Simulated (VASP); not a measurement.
Wanted: the native input for a VASP 6.6.1 run.

```
Task                   : relaxation of cell and atoms
Functional             : LDA
Potentials or basis    : VASP PAW LDA potentials, release 64 (Rb_sv, Br)
Cutoff                 : 600 eV
k mesh                 : 7 × 7 × 7
Occupations            : fermi-dirac, width 0.05 eV
Spin                   : no spin polarisation
Dipole correction      : no
Further INCAR settings : ALGO = Normal; EDIFF = 1e-06; IBRION = 2; EDIFFG = -0.01; NSW = 60; ISIF = 3
```

The structure of RbBr lies in POSCAR:

```
RbBr
1.0
    4.1260773000      0.0000000000      0.0000000000
    0.0000000000      4.1260773000      0.0000000000
    0.0000000000      0.0000000000      4.1260773000
Rb Br
1 1
Direct
    0.0000000000      0.0000000000      0.0000000000
    0.5000000000      0.5000000000      0.5000000000
```

The input as run:

INCAR

```
PREC = Accurate
ENCUT = 600
EDIFF = 1E-6
ISMEAR = -1
SIGMA = 0.05
LREAL = False
LASPH = True
NELM = 100
ALGO = Normal
ISIF = 3
LWAVE = False
LCHARG = False
GGA = CA
IBRION = 2
NSW = 60
EDIFFG = -0.01
```

KPOINTS

```
regular mesh
0
Gamma
  7 7 7
```

Potentials or basis: VASP PAW LDA potentials, release 64 (Rb_sv, Br).

Launch:

```console
$ cat potpaw_LDA.64/Rb_sv/POTCAR potpaw_LDA.64/Br/POTCAR > POTCAR
$ mpirun -np 1 vasp_std > vasp.out
```

It gave:

| Property | Result |
| --- | --- |
| Relaxed volume | 31.31 Å³/atom |
| Relaxed cell | a = 3.971 Å, b = 3.971 Å, c = 3.971 Å, α = 90.00°, β = 90.00°, γ = 90.00° |
| Space group after relaxing (to 0.05 Å) | Pm-3m (No. 221) |
| Energy gained by relaxing | 25.7 meV/atom |
| Ionic steps | 4 |
| Pressure after relaxing | 0.0 GPa |
| Band gap on the k mesh | 4.15 eV, indirect (least direct gap 4.27 eV) |

Run time: 35 s on 1 thread of Intel(R) Xeon(R) Platinum 8259CL CPU @ 2.50GHz (Skylake/Cascade Lake), with other jobs on the host, peak memory 0.19 GiB.
